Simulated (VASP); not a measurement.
# CaI (P-6m2) in VASP: notebook

CaI is run at these levels: PBE-based screened hybrid with 25 % exact exchange; tasks: single point.

All numbers are computed with VASP 6.6.1; they aren't measurements. Logs are shortened: lines on timing, memory, paths and dates and some standing lists are left out, and cuts for length are marked.

## Step 1: The cell of the first run

It takes space group P-6m2 (No. 187, hexagonal). The conventional cell has a = 4.147 Å, b = 4.147 Å, c = 4.576 Å, α = 90.00°, β = 90.00°, γ = 120.00°. Within 4.4 Å of I (site symmetry -6m2) lie 6 Ca at 3.31 Å and 6 I at 4.15 Å. Ca (site symmetry -6m2) has 6 I at 3.31 Å and 6 Ca at 4.15 Å within 4.4 Å.

## Step 2: Single point, PBE-based screened hybrid with 25 % exact exchange

File POSCAR:

```
CaI
1.0
    4.1468204634      0.0000000000      0.0000000000
   -2.0734102317      3.5912518662      0.0000000000
    0.0000000000      0.0000000000      4.5762290000
I Ca
1 1
Direct
    0.6666666667      0.3333333333      0.0000000000
    0.0000000000      0.0000000000      0.5000000000
```

File INCAR.step1:

```
SYSTEM = CaI
PREC = Accurate
ENCUT = 400
EDIFF = 1E-5
ISMEAR = -1
SIGMA = 0.05
LREAL = .FALSE.
LASPH = .TRUE.
NELM = 120
ALGO = Normal
ISIF = 2
LWAVE = .TRUE.
LCHARG = .FALSE.
GGA = PE
NBANDS = 16
GGA_COMPAT = .FALSE.
```

File INCAR.step2:

```
SYSTEM = CaI
PREC = Accurate
ENCUT = 400
EDIFF = 1E-6
ISMEAR = -1
SIGMA = 0.05
LREAL = .FALSE.
LASPH = .TRUE.
NELM = 120
ALGO = Normal
ISIF = 2
LWAVE = .FALSE.
LCHARG = .FALSE.
GGA = PE
LHFCALC = .TRUE.
AEXX = 0.25
HFSCREEN = 0.3
PRECFOCK = Normal
ISTART = 1
NBANDS = 16
GGA_COMPAT = .FALSE.
```

File KPOINTS:

```
Automatic mesh
0
G
  4 4 3
  0 0 0
```

Potentials or basis: VASP PAW PBE potentials, release 64 (I, Ca_sv).

Run with:

```
$ cat potpaw_PBE.64/I/POTCAR potpaw_PBE.64/Ca_sv/POTCAR > POTCAR
$ cp INCAR.step1 INCAR
$ mpirun -np 1 vasp_std > vasp.out
$ cp INCAR.step2 INCAR
$ mpirun -np 1 vasp_std > vasp.out
```

OUTCAR:

```text
SYSTEM = CaI
   PREC = Accurate
   ENCUT = 400
   EDIFF = 1E-6
   ISMEAR = -1
   LREAL = .FALSE.
   LASPH = .TRUE.
   NELM = 120
   ISIF = 2
   GGA = PE
   LHFCALC = .TRUE.
   AEXX = 0.25
   HFSCREEN = 0.3
   PRECFOCK = Normal
   ISTART = 1

 ion  position               nearest neighbor table
   1  0.667  0.333  0.000-   2 3.31   2 3.31   2 3.31   2 3.31   2 3.31   2 3.31
   2  0.000  0.000  0.500-   1 3.31   1 3.31   1 3.31   1 3.31   1 3.31   1 3.31

  LATTYP: Found a hexagonal cell.
 ALAT       =     4.1468204634
 C/A-ratio  =     1.1035512727

  Lattice vectors:

 A1 = (   4.1468204634,   0.0000000000,   0.0000000000)
 A2 = (  -2.0734102317,   3.5912518662,   0.0000000000)
 A3 = (   0.0000000000,   0.0000000000,   4.5762290000)

Analysis of symmetry for initial positions (statically):
=====================================================================
 Subroutine PRICEL returns:
 Original cell was already a primitive cell.

 Routine SETGRP: Setting up the symmetry group for a
 hexagonal supercell.

 Subroutine GETGRP returns: Found 12 space group operations
 (whereof 12 operations were pure point group operations)
 out of a pool of 24 trial point group operations.

The static configuration has the point symmetry D_3h.

Analysis of symmetry for dynamics (positions and initial velocities):
=====================================================================
 Subroutine PRICEL returns:
 Original cell was already a primitive cell.

 Routine SETGRP: Setting up the symmetry group for a
 hexagonal supercell.

 Subroutine GETGRP returns: Found 12 space group operations
 (whereof 12 operations were pure point group operations)
 out of a pool of 24 trial point group operations.

The dynamic configuration has the point symmetry D_3h.

 Subroutine INISYM returns: Found 12 space group operations
 (whereof 12 operations are pure point group operations),
 and found     1 'primitive' translations

----------------------------------------------------------------------------------------

                                     Primitive cell

  volume of cell :      68.1505

  direct lattice vectors                    reciprocal lattice vectors
     4.146820463  0.000000000  0.000000000     0.241148612  0.139227216  0.000000000
    -2.073410232  3.591251866  0.000000000     0.000000000  0.278454432  0.000000000
     0.000000000  0.000000000  4.576229000     0.000000000  0.000000000  0.218520533

  length of vectors
     4.146820463  4.146820463  4.576229000     0.278454432  0.278454432  0.218520533

  position of ions in fractional coordinates (direct lattice)
     0.666666667  0.333333333  0.000000000
     0.000000000  0.000000000  0.500000000

  ion indices of the primitive-cell ions
   primitive index   ion index
                 1           1
                 2           2

----------------------------------------------------------------------------------------

 KPOINTS: Automatic mesh

Automatic generation of k-mesh.
 Grid dimensions read from file:
 generate k-points for:    4    4    3

 Generating k-lattice:

  Cartesian coordinates                     Fractional coordinates (reciprocal lattice)
     0.060287153  0.034806804  0.000000000     0.250000000  0.000000000  0.000000000
     0.000000000  0.069613608  0.000000000     0.000000000  0.250000000  0.000000000
     0.000000000  0.000000000  0.072840178     0.000000000  0.000000000  0.333333333

  Length of vectors
     0.069613608  0.069613608  0.072840178

  Shift w.r.t. Gamma in fractional coordinates (k-lattice)
     0.000000000  0.000000000  0.000000000

 Subroutine IBZKPT returns following result:
 ===========================================

 Found      8 irreducible k-points:

 Following reciprocal coordinates:
            Coordinates               Weight
  0.000000  0.000000  0.000000      1.000000
  0.250000  0.000000  0.000000      6.000000
  0.500000  0.000000  0.000000      3.000000
  0.250000  0.250000  0.000000      6.000000
  0.000000  0.000000  0.333333      2.000000
  0.250000  0.000000  0.333333     12.000000
  0.500000  0.000000  0.333333      6.000000
  0.250000  0.250000  0.333333     12.000000
   k-points           NKPTS =      8   k-points in BZ     NKDIM =     48   number of bands    NBANDS=     16
   number of dos      NEDOS =    301   number of ions     NIONS =      2
   total plane-waves  NPLWV =  23520
   dimension x,y,z NGX =    28 NGY =   28 NGZ =   30
   dimension x,y,z NGXF=    56 NGYF=   56 NGZF=   60
   ions per type =               1   1
   NGX,Y,Z   is equivalent  to a cutoff of  11.23, 11.23, 10.90 a.u.
   NGXF,Y,Z  is equivalent  to a cutoff of  22.45, 22.45, 21.80 a.u.
 SYSTEM =  CaI
   PREC   = accura    normal or accurate (medium, high low for compatibility)
   ISTART =      1    job   : 0-new  1-cont  2-samecut
   ICHARG =      0    charge: 1-file 2-atom 10-const
   ISPIN  =      1    spin polarized calculation?
   LNONCOLLINEAR =      F non collinear calculations
   LSORBIT =      F    spin-orbit coupling
   LASPH  =      T    aspherical Exc in radial PAW
   ENCUT  =  400.0 eV  29.40 Ry    5.42 a.u.   6.76  6.76  7.46*2*pi/ulx,y,z
   NELM   =    120;   NELMIN=  2; NELMDL=  0     # of ELM steps
   EDIFF  = 0.1E-05   stopping-criterion for ELM
   LREAL  =      F    real-space projection
   EDIFFG = 0.1E-04   stopping-criterion for IOM
   NSW    =      0    number of steps for IOM
   IBRION =     -1    ionic relax: 0-MD 1-quasi-New 2-CG
   NFREE  =      0    steps in history (QN), initial steepest desc. (CG)
   ISIF   =      2    stress and relaxation
   ISYM   =      3    0-nonsym 1-usesym 2-fastsym
   POTIM  = 0.5000    time-step for ionic-motion
   TEBEG  =    0.0;   TEEND  =   0.0 temperature during run
   PSTRESS=    0.0 pullay stress
   NELECT =      17.0000    total number of electrons
   NUPDOWN=      -1.0000    fix difference up-down
   EMIN   =  10.00;   EMAX   =-10.00  energy-range for DOS
   EFERMI =   0.00;   METHOD = LEGACY
   ISMEAR =    -1;   SIGMA  =   0.05  broadening in eV -4-tet -1-fermi 0-gaus
   EFERMI_NEDOS =   21; number of points for ismear=-14 and -15
   IALGO  =     38    algorithm
   IMIX   =      1    mixing-type and parameters
     AMIX     =   0.40;   BMIX     =  1.00
     AMIX_MAG =   1.60;   BMIX_MAG =  1.00
[... 23 lines left out ...]
  NGX = 24; NGY = 24; NGZ = 24

 number of electron      17.0000001 magnetization

 Free energy of the ion-electron system (eV)
  ---------------------------------------------------
  ext. energy  EPLUGINS =         0.00000000
  ---------------------------------------------------
  free energy    TOTEN  =        -5.85038247 eV

  energy without entropy =       -5.82857597  energy(sigma->0) =       -5.83947922

 E-fermi :   5.7432     XC(G=0):  -7.4205

 val. band max:        5.7032492154   @ k =   0.2500   0.2500   0.3333
 cond. band min:       5.9218368844   @ k =   0.2500   0.0000   0.3333
 fundamental gap:      0.2185876690
 Fermi energy:         5.7432308541

 k-point     1 :       0.0000    0.0000    0.0000
  band No.  band energies     occupation
      1     -40.3609      2.00000
      2     -19.9626      2.00000
      3     -19.8586      2.00000
      4     -19.8586      2.00000
      5     -10.9860      2.00000
      6       0.1834      2.00000
      7       1.4317      2.00000
      8       1.4317      2.00000
      9       4.1011      2.00000
     10       6.5586      0.00000
     11       8.4498      0.00000
     12       8.4498      0.00000
     13       8.7897      0.00000
     14       8.7897      0.00000
     15      11.1048      0.00000
     16      11.4110      0.00000

 k-point     2 :       0.2500    0.0000    0.0000
  band No.  band energies     occupation
      1     -40.3584      2.00000
      2     -19.9560      2.00000
      3     -19.8976      2.00000
      4     -19.8669      2.00000
      5     -10.7207      2.00000
      6      -0.3018      2.00000
      7       0.2799      2.00000
      8       1.1435      2.00000
      9       5.0202      2.00000
     10       6.9835      0.00000
     11       8.3643      0.00000
     12       8.4854      0.00000
     13       8.6764      0.00000
     14       8.9622      0.00000
     15      10.9125      0.00000
     16      11.7902      0.00000

 k-point     3 :       0.5000    0.0000    0.0000
  band No.  band energies     occupation
      1     -40.3560      2.00000
      2     -19.9494      2.00000
      3     -19.9359      2.00000
      4     -19.8751      2.00000
      5     -10.4244      2.00000
      6      -1.5142      2.00000
      7       0.3904      2.00000
      8       0.8850      2.00000
      9       5.6743      1.59752
     10       6.8889      0.00000
     11       8.2074      0.00000
     12       8.2246      0.00000
     13       9.0085      0.00000
     14       9.7027      0.00000
     15       9.9140      0.00000
     16      11.7132      0.00000

 k-point     4 :       0.2500    0.2500    0.0000
  band No.  band energies     occupation
      1     -40.3560      2.00000
      2     -19.9494      2.00000
      3     -19.9213      2.00000
      4     -19.8899      2.00000
      5     -10.4282      2.00000
      6      -1.0630      2.00000
      7       0.0750      2.00000
      8       0.3981      2.00000
      9       6.3304      0.00002
     10       6.9834      0.00000
     11       7.3907      0.00000
     12       8.7068      0.00000
     13       9.5493      0.00000
     14       9.8593      0.00000
     15      11.0118      0.00000
     16      11.1547      0.00000

 k-point     5 :       0.0000    0.0000    0.3333
  band No.  band energies     occupation
      1     -40.3603      2.00000
      2     -19.9882      2.00000
      3     -19.8569      2.00000
      4     -19.8569      2.00000
      5     -10.8020      2.00000
      6      -1.3732      2.00000
      7       1.5195      2.00000
      8       1.5195      2.00000
      9       6.6135      0.00000
     10       7.4874      0.00000
     11       7.6667      0.00000
     12       7.6667      0.00000
     13       8.7004      0.00000
     14       8.7004      0.00000
     15      10.7443      0.00000
     16      12.5154      0.00000

 k-point     6 :       0.2500    0.0000    0.3333
  band No.  band energies     occupation
      1     -40.3579      2.00000
      2     -19.9775      2.00000
      3     -19.8934      2.00000
      4     -19.8647      2.00000
      5     -10.5991      2.00000
      6      -0.9610      2.00000
      7      -0.0142      2.00000
      8       1.1296      2.00000
      9       5.9218      0.05466
     10       7.6757      0.00000
     11       8.1961      0.00000
     12       8.1987      0.00000
     13       9.3640      0.00000
     14       9.3687      0.00000
     15      10.5417      0.00000
     16      12.0195      0.00000

 k-point     7 :       0.5000    0.0000    0.3333
  band No.  band energies     occupation
      1     -40.3554      2.00000
      2     -19.9668      2.00000
      3     -19.9296      2.00000
      4     -19.8725      2.00000
      5     -10.3735      2.00000
      6      -1.2032      2.00000
      7      -0.4301      2.00000
      8       0.7969      2.00000
      9       5.3636      1.99899
     10       7.1490      0.00000
     11       8.6673      0.00000
     12       9.0119      0.00000
     13       9.7926      0.00000
     14       9.9029      0.00000
     15      10.3348      0.00000
     16      10.7029      0.00000

 k-point     8 :       0.2500    0.2500    0.3333
  band No.  band energies     occupation
      1     -40.3554      2.00000
      2     -19.9668      2.00000
      3     -19.9157      2.00000
      4     -19.8867      2.00000
      5     -10.3753      2.00000
      6      -0.7959      2.00000
      7      -0.4504      2.00000
      8       0.1323      2.00000
      9       5.7032      1.37979
     10       8.0074      0.00000
     11       8.3136      0.00000
     12       8.8710      0.00000
     13       9.2756      0.00000
     14       9.8426      0.00000
     15      10.3925      0.00000
     16      11.0916      0.00000

------------------------ aborting loop because EDIFF is reached ----------------------------------------

  FORCE on cell =-STRESS in cart. coord.  units (eV):
  Direction    XX          YY          ZZ          XY          YZ          ZX
  --------------------------------------------------------------------------------------
  -------------------------------------------------------------------------------------
  Total       -0.1600044     -0.1600044     -0.2968539      0.0000000     -0.0000000      0.0000000
  in kB       -3.7616082     -3.7616082     -6.9788599      0.0000000     -0.0000000      0.0000000
  external PRESSURE =      -4.8340255 kB  Pullay stress =       0.0000000 kB

 VOLUME and BASIS-vectors are now :
 -----------------------------------------------------------------------------
  energy-cutoff  :      400.00
  volume of cell :       68.15
      direct lattice vectors                 reciprocal lattice vectors
     4.146820463  0.000000000  0.000000000     0.241148612  0.139227216  0.000000000
    -2.073410232  3.591251866  0.000000000     0.000000000  0.278454432  0.000000000
     0.000000000  0.000000000  4.576229000     0.000000000  0.000000000  0.218520533

 POSITION                                       TOTAL-FORCE (eV/Angst)
 -----------------------------------------------------------------------------------
      2.07341      1.19708      0.00000        -0.000000      0.000000      0.000000
      0.00000      0.00000      2.28811         0.000000      0.000000      0.000000
 -----------------------------------------------------------------------------------
    total drift:                                0.000000      0.000000     -0.000000

  FREE ENERGIE OF THE ION-ELECTRON SYSTEM (eV)
  ---------------------------------------------------
  free  energy   TOTEN  =        -5.8503824663 eV

  energy  without entropy=       -5.8285759651  energy(sigma->0) =       -5.83947922
```

Wall time 7.3 min (1 thread of Intel Xeon Platinum 8259CL at 2.50GHz (Skylake/Cascade Lake), shared host); peak memory 0.26 GiB.

Results:

```yaml
Free_energy: -5.8504 eV
Pressure: -0.5 GPa
Band_gap_on_the_k_mesh: zero (an odd number of electrons rules out a gap without spin polarisation)
```

Caveat: the k points lie up to 0.46 Å⁻¹ apart, too coarse for converged energies and pressures of a metal; the PAW data sets were made with another functional, which shifts forces and pressure a little; spin-orbit coupling is left out, which moves the levels of the heavy elements; an odd number of electrons without spin polarisation forces a metal; a magnetic or distorted state may lie lower.

## Step 3: Single point, PBE-based screened hybrid with 25 % exact exchange

POSCAR is that of step 2.

File INCAR.step1:

```
PREC = Accurate
ENCUT = 400
EDIFF = 1E-5
ISMEAR = -1
SIGMA = 0.05
LREAL = False
LASPH = True
NELM = 120
ALGO = Normal
ISIF = 2
LWAVE = True
LCHARG = False
GGA = PE
NBANDS = 16
GGA_COMPAT = False
```

File INCAR.step2:

```
PREC = Accurate
ENCUT = 400
EDIFF = 1E-6
ISMEAR = -1
SIGMA = 0.05
LREAL = False
LASPH = True
NELM = 120
ALGO = Normal
ISIF = 2
LWAVE = False
LCHARG = False
GGA = PE
LHFCALC = True
AEXX = 0.25
HFSCREEN = 0.4
PRECFOCK = Normal
ISTART = 1
NBANDS = 16
GGA_COMPAT = False
```

File KPOINTS:

```
regular mesh
0
Gamma
  4 4 3
```

Potentials or basis: VASP PAW PBE potentials, release 64 (I, Ca_sv).

Run with:

```
$ cat potpaw_PBE.64/I/POTCAR potpaw_PBE.64/Ca_sv/POTCAR > POTCAR
$ cp INCAR.step1 INCAR
$ mpirun -np 1 vasp_std > vasp.out
$ cp INCAR.step2 INCAR
$ mpirun -np 1 vasp_std > vasp.out
```

Run time: 6.6 min. Hardware: 1 thread of Intel Xeon Platinum 8259CL at 2.50GHz (Skylake/Cascade Lake), shared host; peak memory 0.26 GiB.

The run converged. Its results:

```yaml
Free_energy: -5.7644 eV
Pressure: -0.5 GPa
Band_gap_on_the_k_mesh: zero (an odd number of electrons rules out a gap without spin polarisation)
```

Stress tensor (GPa, compression positive):
```
-0.34  0.00  0.00
 0.00 -0.34  0.00
 0.00  0.00 -0.71
```

Levels at points of the mesh, in eV from the Fermi level:
| k point | band 7 | band 8 | band 9 | band 10 | band 11 | band 12 |
| --- | --- | --- | --- | --- | --- | --- |
| (0.00, 0.00, 0.00) | -4.19 | -4.19 | -1.61 | 0.76 | 2.61 | 2.61 |
| (0.50, 0.00, 0.00) | -5.23 | -4.73 | -0.09 | 1.11 | 2.39 | 2.39 |

Caveat: the k points lie up to 0.46 Å⁻¹ apart, too coarse for converged energies and pressures of a metal; the PAW data sets were made with another functional, which shifts forces and pressure a little; spin-orbit coupling is left out, which moves the levels of the heavy elements; an odd number of electrons without spin polarisation forces a metal; a magnetic or distorted state may lie lower.

## Step 4: Single point, PBE-based screened hybrid with 25 % exact exchange

POSCAR is that of step 3.

File INCAR.step1:

```
SYSTEM = CaI
  PREC = Accurate
  ENCUT = 400
  EDIFF = 1E-5
  ISMEAR = -1
  SIGMA = 0.05
  LREAL = .FALSE.
  LASPH = .TRUE.
  NELM = 120
  ALGO = Normal
  ISIF = 2
  LWAVE = .TRUE.
  LCHARG = .FALSE.
  NBANDS = 16
  GGA = PE
  GGA_COMPAT = .FALSE.
```

File INCAR.step2:

```
SYSTEM = CaI
  PREC = Accurate
  ENCUT = 400
  EDIFF = 1E-6
  ISMEAR = -1
  SIGMA = 0.05
  LREAL = .FALSE.
  LASPH = .TRUE.
  NELM = 120
  ALGO = Normal
  ISIF = 2
  LWAVE = .FALSE.
  LCHARG = .FALSE.
  GGA = PE
  LHFCALC = .TRUE.
  AEXX = 0.25
  HFSCREEN = 0.6
  PRECFOCK = Normal
  NBANDS = 16
  ISTART = 1
  GGA_COMPAT = .FALSE.
```

File KPOINTS:

```
Automatic mesh
0
G
  4 4 3
  0 0 0
```

Run with:

```
$ cat potpaw_PBE.64/I/POTCAR potpaw_PBE.64/Ca_sv/POTCAR > POTCAR
$ cp INCAR.step1 INCAR
$ mpirun -np 1 vasp_std > vasp.out
$ cp INCAR.step2 INCAR
$ mpirun -np 1 vasp_std > vasp.out
```

Wall time 7.5 min (1 thread of Intel Xeon Platinum 8259CL at 2.50GHz (Skylake/Cascade Lake), shared host); peak memory 0.26 GiB.

The run converged. Its results:

| Quantity | Value |
| --- | --- |
| Free energy | -5.6312 eV |
| Pressure | -0.4 GPa |
| Band gap on the k mesh | zero (an odd number of electrons rules out a gap without spin polarisation) |

Stress tensor (GPa, compression positive):
```
-0.31  0.00  0.00
 0.00 -0.31  0.00
 0.00  0.00 -0.71
```

Levels at points of the mesh, in eV from the Fermi level:
```
           k point  band 5  band 6  band 7  band 8  band 9  band 10  band 11  band 12  band 13  band 14
(0.00, 0.00, 0.00)  -16.10   -5.22   -4.01   -4.01   -1.57     0.69     2.48     2.48     2.79     2.79
(0.50, 0.00, 0.00)  -15.58   -6.83   -5.04   -4.53   -0.12     1.07     2.26     2.30     3.09     3.67
```

Caveat: the k points lie up to 0.46 Å⁻¹ apart, too coarse for converged energies and pressures of a metal; the PAW data sets were made with another functional, which shifts forces and pressure a little; spin-orbit coupling is left out, which moves the levels of the heavy elements; an odd number of electrons without spin polarisation forces a metal; a magnetic or distorted state may lie lower.

## Step 5: Summary

```tsv
screening parameter	gap on the mesh (eV)	pressure (GPa)
0.3 1/Å	none	-0.5
0.4 1/Å	none	-0.5
0.6 1/Å	none	-0.4
```

Alike in all rows: task single point; level PBE-based screened hybrid with 25 % exact exchange; potentials or basis VASP PAW PBE potentials, release 64 (I, Ca_sv); no spin polarisation; cell as given; k mesh 4 × 4 × 3; cutoff (eV) 400; smearing fermi-dirac 0.05 eV.

Caveats: all runs use coarse meshes; the PAW data sets were made with another functional, which shifts forces and pressure a little; spin-orbit coupling is left out, which moves the levels of the heavy elements; an odd number of electrons without spin polarisation forces a metal; a magnetic or distorted state may lie lower.

Absolute energies hang on the potentials; compare differences alone.
